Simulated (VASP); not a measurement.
# Cd3SeS2 (P6_3mc) in VASP: relaxation of cell and atoms with PBE

Aim: the relaxation of cell and atoms of Cd3SeS2 with PBE.

Program: VASP 6.6.1. These are calculated values, not measurements. Logs are shortened: lines on timing, memory, paths and dates and some standing lists are left out, and cuts for length are marked.

## (1) The cell of the first run

It takes space group P6_3mc (No. 186, hexagonal). Conventional cell: a = 4.262 Å, b = 4.262 Å, c = 20.836 Å, α = 90.00°, β = 90.00°, γ = 120.00°. Cd (site symmetry 3m) has 4 S at 2.57 to 2.59 Å within 3.4 Å. Cd (site symmetry 3m) has 1 S at 2.57 Å and 3 Se at 2.65 Å within 3.4 Å. Cd (site symmetry 3m) has 3 S at 2.59 Å and 1 Se at 2.69 Å within 3.4 Å. Se (site symmetry 3m) has 4 Cd at 2.65 to 2.69 Å within 3.5 Å. Within 3.4 Å of S (site symmetry 3m) lie 4 Cd at 2.57 to 2.59 Å. Within 3.4 Å of S (site symmetry 3m) lie 4 Cd at 2.57 to 2.59 Å.

## (2) Relaxation of cell and atoms, PBE

INCAR reads:

```
SYSTEM = Cd3SeS2
ALGO = Normal
EDIFF = 1E-7
EDIFFG = -0.01
ENCUT = 600
GGA = PE
IBRION = 2
ISIF = 3
ISMEAR = 0
LASPH = .True.
LCHARG = .False.
LREAL = .False.
LWAVE = .False.
NELM = 80
NSW = 100
PREC = Accurate
SIGMA = 0.02
```

KPOINTS reads:

```
k-points
0
Gamma
  6 6 2
  0 0 0
```

POSCAR reads:

```
Cd3SeS2
1.0
    4.2618228892      0.0000000000      0.0000000000
   -2.1309114446      3.6908468885      0.0000000000
    0.0000000000      0.0000000000     20.8364079621
Cd Se S
6 2 4
Direct
    0.6666666667      0.3333333333      0.9998707116
    0.6666666667      0.3333333333      0.3380346308
    0.6666666667      0.3333333333      0.6616743012
    0.3333333333      0.6666666667      0.1616743012
    0.3333333333      0.6666666667      0.4998707116
    0.3333333333      0.6666666667      0.8380346308
    0.6666666667      0.3333333333      0.7908539177
    0.3333333333      0.6666666667      0.2908539177
    0.6666666667      0.3333333333      0.1232803863
    0.6666666667      0.3333333333      0.4612860524
    0.3333333333      0.6666666667      0.6232803863
    0.3333333333      0.6666666667      0.9612860524
```

Potentials or basis: VASP PAW PBE potentials, release 64 (Cd, Se, S).

Command:

```
$ cat potpaw_PBE.64/Cd/POTCAR potpaw_PBE.64/Se/POTCAR potpaw_PBE.64/S/POTCAR > POTCAR
$ mpirun -np 1 vasp_std > vasp.out
```

OUTCAR:

```text
SYSTEM = Cd3SeS2
   EDIFF = 1E-7
   EDIFFG = -0.01
   ENCUT = 600
   GGA = PE
   IBRION = 2
   ISIF = 3
   ISMEAR = 0
   LASPH = .True.
   LREAL = .False.
   NELM = 80
   NSW = 100
   PREC = Accurate

 ion  position               nearest neighbor table
   1  0.667  0.333  1.000-   9 2.57  12 2.59  12 2.59  12 2.59
   2  0.667  0.333  0.338-  10 2.57   8 2.65   8 2.65   8 2.65
   3  0.667  0.333  0.662-  11 2.59  11 2.59  11 2.59   7 2.69
   4  0.333  0.667  0.162-   9 2.59   9 2.59   9 2.59   8 2.69
   5  0.333  0.667  0.500-  11 2.57  10 2.59  10 2.59  10 2.59
   6  0.333  0.667  0.838-  12 2.57   7 2.65   7 2.65   7 2.65
   7  0.667  0.333  0.791-   6 2.65   6 2.65   6 2.65   3 2.69
   8  0.333  0.667  0.291-   2 2.65   2 2.65   2 2.65   4 2.69
   9  0.667  0.333  0.123-   1 2.57   4 2.59   4 2.59   4 2.59
  10  0.667  0.333  0.461-   2 2.57   5 2.59   5 2.59   5 2.59
  11  0.333  0.667  0.623-   5 2.57   3 2.59   3 2.59   3 2.59
  12  0.333  0.667  0.961-   6 2.57   1 2.59   1 2.59   1 2.59

  LATTYP: Found a hexagonal cell.
 ALAT       =     4.2618228892
 C/A-ratio  =     4.8890834987

  Lattice vectors:

 A1 = (   4.2618228892,   0.0000000000,   0.0000000000)
 A2 = (  -2.1309114446,   3.6908468885,   0.0000000000)
 A3 = (   0.0000000000,   0.0000000000,  20.8364079621)

Analysis of symmetry for initial positions (statically):
=====================================================================
 Subroutine PRICEL returns:
 Original cell was already a primitive cell.

 Routine SETGRP: Setting up the symmetry group for a
 hexagonal supercell.

 Subroutine GETGRP returns: Found 12 space group operations
 (whereof  6 operations were pure point group operations)
 out of a pool of 24 trial point group operations.

The static configuration has the point symmetry C_3v.
 The point group associated with its full space group is C_6v.

Analysis of symmetry for dynamics (positions and initial velocities):
=====================================================================
 Subroutine PRICEL returns:
 Original cell was already a primitive cell.

 Routine SETGRP: Setting up the symmetry group for a
 hexagonal supercell.

 Subroutine GETGRP returns: Found 12 space group operations
 (whereof  6 operations were pure point group operations)
 out of a pool of 24 trial point group operations.

The dynamic configuration has the point symmetry C_3v.
 The point group associated with its full space group is C_6v.

 Subroutine INISYM returns: Found 12 space group operations
 (whereof  6 operations are pure point group operations),
 and found     1 'primitive' translations

[... 96 lines left out ...]
   ICHARG =      2    charge: 1-file 2-atom 10-const
   ISPIN  =      1    spin polarized calculation?
   LNONCOLLINEAR =      F non collinear calculations
   LSORBIT =      F    spin-orbit coupling
   LASPH  =      T    aspherical Exc in radial PAW
   ENCUT  =  600.0 eV  44.10 Ry    6.64 a.u.   8.51  8.51 41.62*2*pi/ulx,y,z
   NELM   =     80;   NELMIN=  2; NELMDL= -5     # of ELM steps
   EDIFF  = 0.1E-06   stopping-criterion for ELM
   LREAL  =      F    real-space projection
   EDIFFG = -.1E-01   stopping-criterion for IOM
   NSW    =    100    number of steps for IOM
   IBRION =      2    ionic relax: 0-MD 1-quasi-New 2-CG
   NFREE  =      1    steps in history (QN), initial steepest desc. (CG)
   ISIF   =      3    stress and relaxation
   ISYM   =      2    0-nonsym 1-usesym 2-fastsym
   POTIM  = 0.5000    time-step for ionic-motion
   TEBEG  =    0.0;   TEEND  =   0.0 temperature during run
   PSTRESS=    0.0 pullay stress
   NELECT =     108.0000    total number of electrons
   NUPDOWN=      -1.0000    fix difference up-down
   EMIN   =  10.00;   EMAX   =-10.00  energy-range for DOS
   EFERMI =   0.00;   METHOD = LEGACY
   ISMEAR =     0;   SIGMA  =   0.02  broadening in eV -4-tet -1-fermi 0-gaus
   EFERMI_NEDOS =   21; number of points for ismear=-14 and -15
   IALGO  =     38    algorithm
   IMIX   =      4    mixing-type and parameters
     AMIX     =   0.40;   BMIX     =  1.00
     AMIX_MAG =   1.60;   BMIX_MAG =  1.00
  volume/ion in A,a.u.               =      27.31       184.31
  Fermi-wavevector in a.u.,A,eV,Ry     =   1.130754  2.136815 17.396460  1.278604
  Thomas-Fermi vector in A             =   2.267451
   LORBIT       =      0    0 simple, 1 ext, 2 COOP (PROOUT), +10 PAW based schemes
   GGA     = PE    functional components
   LHFCALC =     F    Hartree Fock is set to
   AEXX    =    0.0000 exact exchange contribution
   IVDW    =     0    specifies the selected vdW correction
   LEPSILON=     F    determine dielectric tensor
   LRPA    =     F    only Hartree local field effects (RPA)
 conjugate gradient relaxation of ions
 non-spin polarized calculation
 Gauss-broadening in eV      SIGMA  =   0.02
  energy-cutoff  :      600.00
  volume of cell :      327.75
 maximum number of plane-waves:     11045
 NGX is ok and might be reduce to    36
   NGX = 17   NGY = 17   NGZ = 83

--------------------------------------- Ionic step        1  -------------------------------------------

 number of electron     107.9999986 magnetization

 Free energy of the ion-electron system (eV)
  ---------------------------------------------------
  ext. energy  EPLUGINS =         0.00000000
  ---------------------------------------------------
  free energy    TOTEN  =       -35.50490897 eV

  energy without entropy =      -35.50490897  energy(sigma->0) =      -35.50490897

------------------------ aborting loop because EDIFF is reached ----------------------------------------

  FORCE on cell =-STRESS in cart. coord.  units (eV):
  Direction    XX          YY          ZZ          XY          YZ          ZX
  --------------------------------------------------------------------------------------
  -------------------------------------------------------------------------------------
  Total        0.1684193      0.1684193      0.2829071      0.0000000      0.0000000     -0.0000000
  in kB        0.8233000      0.8233000      1.3829616      0.0000000      0.0000000     -0.0000000
  external PRESSURE =       1.0098539 kB  Pullay stress =       0.0000000 kB
[... 125 lines left out ...]
--------------------------------------- Ionic step        4  -------------------------------------------

 number of electron     107.9999984 magnetization

 Free energy of the ion-electron system (eV)
  ---------------------------------------------------
  ext. energy  EPLUGINS =         0.00000000
  ---------------------------------------------------
  free energy    TOTEN  =       -35.50529644 eV

  energy without entropy =      -35.50529644  energy(sigma->0) =      -35.50529644

 E-fermi :   0.9985     XC(G=0):  -8.7997

 val. band max:        0.9059675142   @ k =   0.0000   0.0000   0.0000
 cond. band min:       1.6213899251   @ k =   0.0000   0.0000   0.0000
 fundamental gap:      0.7154224108
 Fermi energy:         0.9984864686

 k-point     1 :       0.0000    0.0000    0.0000
  band No.  band energies     occupation
      1     -11.3952      2.00000
      2     -11.3129      2.00000
      3     -11.2917      2.00000
      4     -11.1340      2.00000
      5     -11.1021      2.00000
      6     -11.0281      2.00000
[... 966 lines left out ...]
  FREE ENERGIE OF THE ION-ELECTRON SYSTEM (eV)
  ---------------------------------------------------
  free  energy   TOTEN  =       -35.5052964378 eV

  energy  without entropy=      -35.5052964378  energy(sigma->0) =      -35.50529644

 reached required accuracy - stopping structural energy minimisation
```

OSZICAR:

```text
N       E                     dE             d eps       ncg     rms          rms(c)
DAV:   1     0.846078841647E+03    0.84608E+03   -0.55798E+04  1792   0.172E+03
DAV:   2     0.245191440008E+02   -0.82156E+03   -0.79892E+03  1968   0.395E+02
DAV:   3    -0.372954443420E+02   -0.61815E+02   -0.61317E+02  2056   0.102E+02
[... 38 lines left out ...]
DAV:   3    -0.355052948185E+02    0.63942E-05   -0.19887E-05  2104   0.241E-02    0.180E-02
DAV:   4    -0.355052952628E+02   -0.44428E-06   -0.24539E-06  2088   0.919E-03    0.605E-03
DAV:   5    -0.355052960661E+02   -0.80325E-06   -0.11627E-06  2144   0.666E-03    0.275E-03
DAV:   6    -0.355052964055E+02   -0.33946E-06   -0.23167E-07  1400   0.245E-03    0.152E-03
DAV:   7    -0.355052964378E+02   -0.32305E-07   -0.21645E-08  1136   0.880E-04
   4 F= -.35505296E+02 E0= -.35505296E+02  d E =-.400090E-04
```

CONTCAR:

```text
Cd3SeS2
   1.00000000000000
     4.2639980778982620    0.0000000000000000   -0.0000000000000000
    -2.1319990389491310    3.6927306571707548    0.0000000000000000
     0.0000000000000000    0.0000000000000000   20.8575814761371134
  Cd              Se              S
     6     2     4
Direct
     0.6666666667000030    0.3333333332999970    0.9997942021711151
     0.6666666667000030    0.3333333332999970    0.3380115506264729
     0.6666666667000030    0.3333333332999970    0.6617383315273146
     0.3333333332999970    0.6666666667000030    0.1617383315273147
     0.3333333332999970    0.6666666667000030    0.4997942021711152
     0.3333333332999970    0.6666666667000030    0.8380115506264728
     0.6666666667000030    0.3333333332999970    0.7907779033276457
     0.3333333332999970    0.6666666667000030    0.2907779033276457
     0.6666666667000030    0.3333333332999970    0.1233518746822085
     0.6666666667000030    0.3333333332999970    0.4613261376652502
     0.3333333332999970    0.6666666667000030    0.6233518746822085
     0.3333333332999970    0.6666666667000030    0.9613261376652502

  0.00000000E+00  0.00000000E+00  0.00000000E+00
  0.00000000E+00  0.00000000E+00  0.00000000E+00
  0.00000000E+00  0.00000000E+00  0.00000000E+00
  0.00000000E+00  0.00000000E+00  0.00000000E+00
  0.00000000E+00  0.00000000E+00  0.00000000E+00
  0.00000000E+00  0.00000000E+00  0.00000000E+00
  0.00000000E+00  0.00000000E+00  0.00000000E+00
  0.00000000E+00  0.00000000E+00  0.00000000E+00
  0.00000000E+00  0.00000000E+00  0.00000000E+00
  0.00000000E+00  0.00000000E+00  0.00000000E+00
  0.00000000E+00  0.00000000E+00  0.00000000E+00
  0.00000000E+00  0.00000000E+00  0.00000000E+00
```

It took 37 min on 1 thread of Oxide Virtual Turin-like, shared host; peak memory 0.68 GiB.

What came out:

```
Free energy                           : -35.5053 eV
Relaxed volume                        : 27.37 Å³/atom
Relaxed cell                          : a = 4.264 Å, b = 4.264 Å, c = 20.858 Å, α = 90.00°, β = 90.00°, γ = 120.00°
Space group after relaxing (to 0.1 Å) : P6_3mc (No. 186)
Energy gained by relaxing             : 0.0 meV/atom
Ionic steps                           : 4
Pressure after relaxing               : 0.0 GPa
Largest force after relaxing          : 0.006 eV/Å
Band gap on the k mesh                : 0.72 eV
```

Forces in eV/Å, atoms in the order of the input:
```
Cd   0.000  0.000 -0.002
Cd   0.000  0.000 -0.003
Cd   0.000  0.000  0.006
Cd   0.000  0.000  0.006
Cd   0.000  0.000 -0.002
Cd   0.000  0.000 -0.003
Se   0.000  0.000 -0.005
Se   0.000  0.000 -0.005
S    0.000  0.000  0.004
S    0.000  0.000  0.000
S    0.000  0.000  0.004
S    0.000  0.000  0.000
```

The path:
| step | energy change (eV) | largest force (eV/Å) | pressure (GPa) | volume (Å³) |
| --- | --- | --- | --- | --- |
| 1 | 0.0000 | 0.0250 | 0.10 | 327.75 |
| 2 | -0.0003 | 0.0108 | -0.03 | 328.57 |
| 3 | -0.0003 | 0.0113 | -0.02 | 328.50 |
| 4 | -0.0004 | 0.0064 | 0.00 | 328.42 |

Final structure:
```yaml
crystal:
  lattice:
    - [4.26400, 0.00000, 0.00000]
    - [-2.13200, 3.69273, 0.00000]
    - [0.00000, 0.00000, 20.85758]
  atoms:
    - { symbol: Cd, position: [0.66667, 0.33333, 0.99979] }
    - { symbol: Cd, position: [0.66667, 0.33333, 0.33801] }
    - { symbol: Cd, position: [0.66667, 0.33333, 0.66174] }
    - { symbol: Cd, position: [0.33333, 0.66667, 0.16174] }
    - { symbol: Cd, position: [0.33333, 0.66667, 0.49979] }
    - { symbol: Cd, position: [0.33333, 0.66667, 0.83801] }
    - { symbol: Se, position: [0.66667, 0.33333, 0.79078] }
    - { symbol: Se, position: [0.33333, 0.66667, 0.29078] }
    - { symbol: S, position: [0.66667, 0.33333, 0.12335] }
    - { symbol: S, position: [0.66667, 0.33333, 0.46133] }
    - { symbol: S, position: [0.33333, 0.66667, 0.62335] }
    - { symbol: S, position: [0.33333, 0.66667, 0.96133] }
```
